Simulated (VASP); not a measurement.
# TaRu2: single point with PBE

Crystal: TaRu2.

```
Ta Ru
1.0
     2.99294    0.00000    0.00000
    -1.49647    2.59197    0.00000
     0.00000    0.00000    6.22309
Ta Ru
1 2
Direct
  0.00000 0.00000 0.00000
  0.33333 0.66667 0.31601
  0.66667 0.33333 0.68399
```

The cell was built from a structure type or drawn by symmetry, and may not be a known phase.

```json
{"Program": "VASP 6.6.1", "Task": "single point", "Functional": "PBE", "Potentials or basis": "VASP PAW PBE potentials, release 64 (Ta_pv, Ru_pv)", "Cutoff": "520 eV", "k mesh": "6 × 6 × 4", "Occupations": "gaussian, width 0.1 eV", "Spin": "no spin polarisation"}
```

```
Pressure               : 0.2 GPa
Largest force          : 0.070 eV/Å
Band gap on the k mesh : zero (an odd number of electrons rules out a gap without spin polarisation)
```

Forces on the atoms (eV/Å):
```
Ta   0.000  0.000  0.000
Ru   0.000  0.000  0.070
Ru   0.000  0.000 -0.070
```

Stress tensor (GPa, compression positive):
```
0.11 0.00 0.00
0.00 0.11 0.00
0.00 0.00 0.47
```

Levels at points of the mesh, in eV from the Fermi level:
| k point | band 15 | band 16 | band 17 | band 18 | band 19 | band 20 | band 21 | band 22 | band 23 | band 24 |
| --- | --- | --- | --- | --- | --- | --- | --- | --- | --- | --- |
| (0.00, 0.00, 0.00) | -1.90 | -1.90 | -1.74 | -1.74 | -1.22 | 0.02 | 0.09 | 0.09 | 1.57 | 1.83 |
| (0.50, 0.00, 0.00) | -1.75 | -1.71 | -1.68 | -1.29 | 0.02 | 0.76 | 0.85 | 2.41 | 3.09 | 3.83 |
| (0.00, 0.00, 0.50) | -2.02 | -1.85 | -1.85 | -1.70 | -1.70 | -0.62 | -0.62 | 0.60 | 1.77 | 1.77 |
| (0.50, 0.00, 0.50) | -2.69 | -0.67 | -0.50 | -0.14 | 0.50 | 0.73 | 0.91 | 1.11 | 2.31 | 3.21 |

Run time: 33 s on 1 thread of Intel Xeon 8259CL, on a shared host, peak memory 0.18 GiB.

Caveat: the k points lie up to 0.40 Å⁻¹ apart, too coarse for converged energies and pressures of a metal; spin-orbit coupling is left out, which moves the levels of the heavy elements.
